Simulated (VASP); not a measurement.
Set up this calculation in VASP 6.6.1, as the native input.

```yaml
Task: single point
Functional: r2SCAN
Potentials_or_basis: VASP PAW PBE potentials, release 64 (Ge_d)
Cutoff: 520 eV
k_mesh: 12 × 12 × 12
Occupations: gaussian, width 0.01 eV
Spin: no spin polarisation
Dipole_correction: no
Further_INCAR_settings: ALGO = Normal; EDIFF = 1e-06; NBANDS = 21
```

The system is Ge.

```
Ge
1.0
     0.00000    2.85701    2.85701
     2.85701    0.00000    2.85701
     2.85701    2.85701    0.00000
Ge
2
Direct
  0.00000 0.00000 0.00000
  0.25000 0.25000 0.25000
```

These files were run (other wordings do the same):

POSCAR

```
Ge
1.0
    0.0000000000      2.8570117227      2.8570117227
    2.8570117227      0.0000000000      2.8570117227
    2.8570117227      2.8570117227      0.0000000000
Ge
2
Direct
    0.0000000000      0.0000000000      0.0000000000
    0.2500000000      0.2500000000      0.2500000000
```

INCAR.step1

```
SYSTEM = Ge
PREC = Accurate ; ENCUT = 520
ISMEAR = 0 ; SIGMA = 0.01
LREAL = .False. ; LASPH = .True.
NELM = 60 ; NBANDS = 21
GGA = PE ; ALGO = Normal
EDIFF = 1E-4 ; LWAVE = .True.
LCHARG = .False.
```

INCAR.step2

```
SYSTEM = Ge
PREC = Accurate ; ENCUT = 520
EDIFF = 1E-6 ; ISMEAR = 0
SIGMA = 0.01 ; LREAL = .False.
LASPH = .True. ; NELM = 60
ALGO = Normal ; ISIF = 2
LWAVE = .False. ; LCHARG = .True.
METAGGA = R2SCAN ; LMIXTAU = .True.
LELF = .True. ; LVHAR = .True.
NBANDS = 21 ; ISTART = 1
```

KPOINTS

```
regular mesh
0
Gamma
  12 12 12
  0 0 0
```

Potentials or basis: VASP PAW PBE potentials, release 64 (Ge_d).

Command:

```console
$ cat potpaw_PBE.64/Ge_d/POTCAR > POTCAR
$ cp INCAR.step1 INCAR
$ mpirun -np 1 vasp_std > vasp.out
$ cp INCAR.step2 INCAR
$ mpirun -np 1 vasp_std > vasp.out
```

It gave:

```json
{
  "Pressure": "-1.3 GPa",
  "Band gap on the k mesh": "0.12 eV, direct"
}
```

Caveat: the PAW data sets were made with another functional, which shifts forces and pressure a little.

It took 110 s on 1 thread of Intel(R) Xeon(R) 6975P-C (Granite Rapids), with other jobs on the host, peak memory 0.19 GiB.
